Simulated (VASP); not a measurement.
The system is MnCo.

```xyz
2
Lattice="2.8536 0.0000 0.0000 0.0000 2.8536 0.0000 0.0000 0.0000 2.8536" Properties=species:S:1:pos:R:3 pbc="T T T"
Mn    0.0000    0.0000    0.0000
Co    1.4268    1.4268    1.4268
```

Base run:

```yaml
Program: VASP 6.6.1
Functional: LDA
Potentials_or_basis: VASP PAW LDA potentials, release 64 (Mn_pv, Co)
Cutoff: 520 eV
k_mesh: 10 × 10 × 10
Occupations: fermi-dirac, width 0.02 eV
Spin: no spin polarisation
```

Its results: band gap on the k mesh zero (band 11 reaches 9.74 eV, above the bottom of band 12 at 8.40 eV); pressure -32.9 GPa.

Task: The run is repeated on the same cell with these changes: spin from no spin polarisation to collinear spin, ferromagnetic start; further incar settings from ALGO = Normal; EDIFF = 1e-06; NBANDS = 18 to ALGO = Normal; EDIFF = 1e-06; NBANDS = 22. What comes out?

Result: Band gap on the k mesh zero (filled and empty bands overlap); pressure -17.3 GPa; net moment 4.01 μB per cell; site moments Mn +2.72; Co +1.23 μB.
